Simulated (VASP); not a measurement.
A run of VASP 6.6.1 is set up as follows.

INCAR

```
SYSTEM = BaS
PREC     = Accurate       ! precision mode
ENCUT    = 520            ! plane-wave cutoff, eV
EDIFF    = 1E-6           ! SCF threshold, eV
ISMEAR   = 0              ! smearing method
SIGMA    = 0.02           ! smearing width, eV
LREAL    = .False.        ! projectors in reciprocal space
LASPH    = .True.         ! aspherical terms in the spheres
NELM     = 80             ! most SCF steps
ALGO     = Normal         ! electronic algorithm
ISIF     = 2              ! what is computed and relaxed
LWAVE    = .False.        ! write WAVECAR
LCHARG   = .False.        ! write CHGCAR
GGA      = PS             ! functional
NBANDS   = 15             ! bands
```

The input KPOINTS:

```
Automatic mesh
0
Gamma
  8 8 8
  0 0 0
```

File POSCAR:

```
BaS
1.0
    0.0000000000      3.1925363750      2.9050988750
    3.1925363750      0.0000000000      2.9050988750
    3.1925363750      3.1925363750      0.0000000000
Ba S
1 1
Direct
    0.0000000000      0.0000000000      0.0000000000
    0.5000000000      0.5000000000      0.5000000000
```

Potentials or basis: VASP PAW PBE potentials, release 64 (Ba_sv, S).

Command:

```bash
$ cat potpaw_PBE.64/Ba_sv/POTCAR potpaw_PBE.64/S/POTCAR > POTCAR
$ mpirun -np 1 vasp_std > vasp.out
```

(1) Predict the pressure.

(2) Predict the band gap on the k mesh.

Answers

(1) 6.2 GPa.

(2) 1.33 eV (least direct gap 1.46 eV).

Caveat: the cell differs from its parent crystal (strained); the cell stands under pressure; the PAW data sets were made with another functional, which shifts forces and pressure a little; spin-orbit coupling is left out, which moves the levels of the heavy elements.
